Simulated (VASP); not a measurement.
# Cd (P6_3/mmc) in VASP: a series of runs

Cd is run at these levels: BLYP; tasks: single point.

Everything below comes from runs of VASP 6.6.1. Logs are shortened: lines on timing, memory, paths and dates and some standing lists are left out, and cuts for length are marked.

**1. The cell of the first run**

Symmetry: P6_3/mmc, No. 194, hexagonal system. The conventional cell has a = 3.097 Å, b = 3.097 Å, c = 6.420 Å, α = 90.00°, β = 90.00°, γ = 120.00°. Within 4.1 Å of Cd (site symmetry -6m2) lie 12 Cd at 3.10 to 3.67 Å.

**2. Single point, BLYP**

Contents of INCAR:

```
PREC = Accurate ; ENCUT = 520
EDIFF = 1E-6 ; ISMEAR = -1
SIGMA = 0.1 ; LREAL = F
LASPH = T ; NELM = 100
ALGO = Normal ; ISIF = 2
LWAVE = F ; LCHARG = F
GGA = B5 ; ALDAX = 1.0
AGGAX = 1.0 ; AGGAC = 1.0
ALDAC = 0.0 ; NBANDS = 19
```

Contents of KPOINTS:

```
Automatic mesh
0
Gamma
  12 12 6
```

Contents of POSCAR:

```
Cd
1.0
    3.0972784556      0.0000000000      0.0000000000
   -1.5486392278      2.6823218251      0.0000000000
    0.0000000000      0.0000000000      6.4200637829
Cd
2
Direct
    0.3333333333      0.6666666667      0.2500000000
    0.6666666667      0.3333333333      0.7500000000
```

Potentials or basis: VASP PAW PBE potentials, release 64 (Cd).

Command:

```
> cat potpaw_PBE.64/Cd/POTCAR > POTCAR
> mpirun -np 1 vasp_std > vasp.out
```

OUTCAR:

```text
PREC = Accurate
   ENCUT = 520
   EDIFF = 1E-6
   ISMEAR = -1
   LREAL = F
   LASPH = T
   NELM = 100
   ISIF = 2
   GGA = B5

 ion  position               nearest neighbor table
   1  0.333  0.667  0.250-   2 3.67   2 3.67   2 3.67   2 3.67   2 3.67   2 3.67
   2  0.667  0.333  0.750-   1 3.67   1 3.67   1 3.67   1 3.67   1 3.67   1 3.67

  LATTYP: Found a hexagonal cell.
 ALAT       =     3.0972784556
 C/A-ratio  =     2.0728080716

  Lattice vectors:

 A1 = (   3.0972784556,   0.0000000000,   0.0000000000)
 A2 = (  -1.5486392278,   2.6823218251,   0.0000000000)
 A3 = (   0.0000000000,   0.0000000000,   6.4200637829)

Analysis of symmetry for initial positions (statically):
=====================================================================
 Subroutine PRICEL returns:
 Original cell was already a primitive cell.

 Routine SETGRP: Setting up the symmetry group for a
 hexagonal supercell.

 Subroutine GETGRP returns: Found 24 space group operations
 (whereof 12 operations were pure point group operations)
 out of a pool of 24 trial point group operations.

The static configuration has the point symmetry D_3d.
 The point group associated with its full space group is D_6h.

Analysis of symmetry for dynamics (positions and initial velocities):
=====================================================================
 Subroutine PRICEL returns:
 Original cell was already a primitive cell.

 Routine SETGRP: Setting up the symmetry group for a
 hexagonal supercell.

 Subroutine GETGRP returns: Found 24 space group operations
 (whereof 12 operations were pure point group operations)
 out of a pool of 24 trial point group operations.

The dynamic configuration has the point symmetry D_3d.
 The point group associated with its full space group is D_6h.

 Subroutine INISYM returns: Found 24 space group operations
 (whereof 12 operations are pure point group operations),
 and found     1 'primitive' translations

----------------------------------------------------------------------------------------

                                     Primitive cell

  volume of cell :      53.3372

  direct lattice vectors                    reciprocal lattice vectors
     3.097278456  0.000000000  0.000000000     0.322864093  0.186405671  0.000000000
    -1.548639228  2.682321825  0.000000000     0.000000000  0.372811342  0.000000000
     0.000000000  0.000000000  6.420063783     0.000000000  0.000000000  0.155761692

  length of vectors
     3.097278456  3.097278456  6.420063783     0.372811342  0.372811342  0.155761692

  position of ions in fractional coordinates (direct lattice)
     0.333333333  0.666666667  0.250000000
     0.666666667  0.333333333  0.750000000

  ion indices of the primitive-cell ions
   primitive index   ion index
                 1           1
                 2           2

----------------------------------------------------------------------------------------

 KPOINTS: Automatic mesh

Automatic generation of k-mesh.
 Grid dimensions read from file:
 generate k-points for:   12   12    6

 Generating k-lattice:

  Cartesian coordinates                     Fractional coordinates (reciprocal lattice)
     0.026905341  0.015533806  0.000000000     0.083333333 -0.000000000  0.000000000
     0.000000000  0.031067612  0.000000000     0.000000000  0.083333333  0.000000000
     0.000000000  0.000000000  0.025960282     0.000000000  0.000000000  0.166666667

  Length of vectors
     0.031067612  0.031067612  0.025960282

  Shift w.r.t. Gamma in fractional coordinates (k-lattice)
     0.000000000  0.000000000  0.000000000

 Subroutine IBZKPT returns following result:
 ===========================================

 Found     76 irreducible k-points:

 Following reciprocal coordinates:
            Coordinates               Weight
  0.000000  0.000000  0.000000      1.000000
  0.083333 -0.000000  0.000000      6.000000
  0.166667  0.000000  0.000000      6.000000
  0.250000  0.000000  0.000000      6.000000
  0.333333  0.000000  0.000000      6.000000
  0.416667  0.000000  0.000000      6.000000
[... 16 lines left out ...]
  0.250000  0.000000  0.166667     12.000000
  0.333333  0.000000  0.166667     12.000000
 [... further k-points ...]
   k-points           NKPTS =     76   k-points in BZ     NKDIM =     76   number of bands    NBANDS=     19
   number of dos      NEDOS =    301   number of ions     NIONS =      2
   total plane-waves  NPLWV =  27648
   dimension x,y,z NGX =    24 NGY =   24 NGZ =   48
   dimension x,y,z NGXF=    48 NGYF=   48 NGZF=   96
   ions per type =               2
   NGX,Y,Z   is equivalent  to a cutoff of  12.88, 12.88, 12.43 a.u.
   NGXF,Y,Z  is equivalent  to a cutoff of  25.76, 25.76, 24.86 a.u.
 SYSTEM =  unknown system
   PREC   = accura    normal or accurate (medium, high low for compatibility)
   ISTART =      0    job   : 0-new  1-cont  2-samecut
   ICHARG =      2    charge: 1-file 2-atom 10-const
   ISPIN  =      1    spin polarized calculation?
   LNONCOLLINEAR =      F non collinear calculations
   LSORBIT =      F    spin-orbit coupling
   LASPH  =      T    aspherical Exc in radial PAW
   ENCUT  =  520.0 eV  38.22 Ry    6.18 a.u.   5.76  5.76 11.94*2*pi/ulx,y,z
   NELM   =    100;   NELMIN=  2; NELMDL= -5     # of ELM steps
   EDIFF  = 0.1E-05   stopping-criterion for ELM
   LREAL  =      F    real-space projection
   EDIFFG = 0.1E-04   stopping-criterion for IOM
   NSW    =      0    number of steps for IOM
   IBRION =     -1    ionic relax: 0-MD 1-quasi-New 2-CG
   NFREE  =      0    steps in history (QN), initial steepest desc. (CG)
   ISIF   =      2    stress and relaxation
   ISYM   =      2    0-nonsym 1-usesym 2-fastsym
   POTIM  = 0.5000    time-step for ionic-motion
   TEBEG  =    0.0;   TEEND  =   0.0 temperature during run
   PSTRESS=    0.0 pullay stress
   NELECT =      24.0000    total number of electrons
   NUPDOWN=      -1.0000    fix difference up-down
   EMIN   =  10.00;   EMAX   =-10.00  energy-range for DOS
   EFERMI =   0.00;   METHOD = LEGACY
   ISMEAR =    -1;   SIGMA  =   0.10  broadening in eV -4-tet -1-fermi 0-gaus
   EFERMI_NEDOS =   21; number of points for ismear=-14 and -15
   IALGO  =     38    algorithm
   IMIX   =      4    mixing-type and parameters
     AMIX     =   0.40;   BMIX     =  1.00
     AMIX_MAG =   1.60;   BMIX_MAG =  1.00
  volume/ion in A,a.u.               =      26.67       179.97
  Fermi-wavevector in a.u.,A,eV,Ry     =   1.254494  2.370649 21.412223  1.573754
  Thomas-Fermi vector in A             =   2.388296
   LORBIT       =      0    0 simple, 1 ext, 2 COOP (PROOUT), +10 PAW based schemes
   GGA     = B5    functional components
   LHFCALC =     F    Hartree Fock is set to
   AEXX    =    0.0000 exact exchange contribution
   IVDW    =     0    specifies the selected vdW correction
   LEPSILON=     F    determine dielectric tensor
   LRPA    =     F    only Hartree local field effects (RPA)
 non-spin polarized calculation
  energy-cutoff  :      520.00
  volume of cell :       53.34
 maximum number of plane-waves:      1450
 NGX is ok and might be reduce to    24
   NGX = 11   NGY = 11   NGZ = 23

 number of electron      24.0000008 magnetization

 Free energy of the ion-electron system (eV)
  ---------------------------------------------------
  ext. energy  EPLUGINS =         0.00000000
  ---------------------------------------------------
  free energy    TOTEN  =        -0.28258925 eV

  energy without entropy =       -0.26123402  energy(sigma->0) =       -0.27191164

 E-fermi :   2.0478     XC(G=0):  -9.3741

 val. band max:        2.0205271167   @ k =   0.2500   0.2500   0.0000
 cond. band min:       2.1361194222   @ k =   0.1667   0.1667   0.0000
 fundamental gap:      0.1155923055
 Fermi energy:         2.0478086090

 k-point     1 :       0.0000    0.0000    0.0000
  band No.  band energies     occupation
      1      -7.2911      2.00000
      2      -7.2197      2.00000
      3      -6.8916      2.00000
      4      -6.8916      2.00000
      5      -6.8741      2.00000
      6      -6.8741      2.00000
[... 11 lines left out ...]
     18      16.7248      0.00000
     19      17.3655      0.00000

 k-point     2 :       0.0833   -0.0000    0.0000
  band No.  band energies     occupation
      1      -7.2377      2.00000
      2      -7.1740      2.00000
      3      -6.9096      2.00000
      4      -6.8912      2.00000
      5      -6.8413      2.00000
      6      -6.8245      2.00000
[... 11 lines left out ...]
     18      16.1065      0.00000
     19      16.8334      0.00000

 k-point     3 :       0.1667    0.0000    0.0000
  band No.  band energies     occupation
      1      -7.1634      2.00000
      2      -7.0937      2.00000
      3      -6.9310      2.00000
      4      -6.8728      2.00000
      5      -6.7010      2.00000
      6      -6.6866      2.00000
[... 11 lines left out ...]
     18      14.3817      0.00000
     19      15.5194      0.00000

 k-point     4 :       0.2500    0.0000    0.0000
  band No.  band energies     occupation
      1      -7.2230      2.00000
      2      -7.1384      2.00000
      3      -6.8251      2.00000
      4      -6.7885      2.00000
      5      -6.7128      2.00000
      6      -6.6620      2.00000
[... 11 lines left out ...]
     18      13.4426      0.00000
     19      14.2633      0.00000

 k-point     5 :       0.3333    0.0000    0.0000
  band No.  band energies     occupation
      1      -7.3250      2.00000
      2      -7.2406      2.00000
      3      -6.9526      2.00000
      4      -6.7808      2.00000
      5      -6.6877      2.00000
      6      -6.5790      2.00000
[... 11 lines left out ...]
     18      13.1058      0.00000
     19      14.0545      0.00000
[... 334 lines left out ...]
      2      -7.1770      2.00000
      3      -6.9093      2.00000
      4      -6.8932      2.00000
      5      -6.8409      2.00000
      6      -6.8263      2.00000
[... 11 lines left out ...]
     18      16.1481      0.00000
     19      16.3237      0.00000

 k-point    22 :       0.1667    0.0000    0.1667
  band No.  band energies     occupation
      1      -7.1586      2.00000
      2      -7.0982      2.00000
      3      -6.9285      2.00000
      4      -6.8791      2.00000
      5      -6.7012      2.00000
      6      -6.6885      2.00000
[... 11 lines left out ...]
     18      15.1361      0.00000
     19      15.5991      0.00000

 k-point    23 :       0.2500    0.0000    0.1667
  band No.  band energies     occupation
      1      -7.2174      2.00000
      2      -7.1441      2.00000
      3      -6.8607      2.00000
      4      -6.7596      2.00000
      5      -6.7358      2.00000
      6      -6.6307      2.00000
[... 11 lines left out ...]
     18      13.9685      0.00000
     19      14.7717      0.00000

 k-point    24 :       0.3333    0.0000    0.1667
  band No.  band energies     occupation
      1      -7.3191      2.00000
      2      -7.2459      2.00000
      3      -6.9640      2.00000
      4      -6.8209      2.00000
      5      -6.6489      2.00000
      6      -6.5680      2.00000
[... 11 lines left out ...]
     18      12.4719      0.00000
     19      13.7176      0.00000

 [... further k-points ...]
[... 5 lines left out ...]
  --------------------------------------------------------------------------------------
  -------------------------------------------------------------------------------------
  Total        0.0671112      0.0671112      0.0180668      0.0000000     -0.0000000      0.0000000
  in kB        2.0159285      2.0159285      0.5427019      0.0000000     -0.0000000      0.0000000
  external PRESSURE =       1.5248530 kB  Pullay stress =       0.0000000 kB

 VOLUME and BASIS-vectors are now :
 -----------------------------------------------------------------------------
  energy-cutoff  :      520.00
  volume of cell :       53.34
      direct lattice vectors                 reciprocal lattice vectors
     3.097278456  0.000000000  0.000000000     0.322864093  0.186405671  0.000000000
    -1.548639228  2.682321825  0.000000000     0.000000000  0.372811342  0.000000000
     0.000000000  0.000000000  6.420063783     0.000000000  0.000000000  0.155761692

 POSITION                                       TOTAL-FORCE (eV/Angst)
 -----------------------------------------------------------------------------------
     -0.00000      1.78821      1.60502        -0.000000      0.000000      0.000000
      1.54864      0.89411      4.81505         0.000000     -0.000000      0.000000
 -----------------------------------------------------------------------------------
    total drift:                               -0.000000      0.000000      0.000000

  FREE ENERGIE OF THE ION-ELECTRON SYSTEM (eV)
  ---------------------------------------------------
  free  energy   TOTEN  =        -0.2825892540 eV

  energy  without entropy=       -0.2612340217  energy(sigma->0) =       -0.27191164
```

Run time: 59 s. Hardware: 1 thread of Intel Xeon Platinum 8259CL at 2.50GHz (Skylake/Cascade Lake), shared host; peak memory 0.2 GiB.

Results:

```
Free energy            : -0.2826 eV
Pressure               : 0.2 GPa
Band gap on the k mesh : zero (band 12 reaches 3.15 eV, above the bottom of band 13 at -0.13 eV)
```

Stress tensor (GPa, compression positive):
```
0.20 0.00 0.00
0.00 0.20 0.00
0.00 0.00 0.05
```

Levels at points of the mesh, in eV from the Fermi level:
```tsv
k point	band 9	band 10	band 11	band 12	band 13	band 14	band 15	band 16
(0.00, 0.00, 0.00)	-8.40	-8.40	-7.46	-3.99	-2.18	7.22	11.29	13.95
(0.50, 0.00, 0.00)	-8.13	-8.12	-1.45	-1.36	1.19	1.72	3.06	4.94
(0.00, 0.00, 0.50)	-8.45	-8.45	-6.41	-6.41	2.12	2.12	14.63	14.63
(0.50, 0.00, 0.50)	-8.13	-8.13	-0.80	-0.80	-0.14	-0.14	6.35	6.35
```

Caveat: the PAW data sets were made with another functional, which shifts forces and pressure a little.

(Continued in part 2 of 2.)
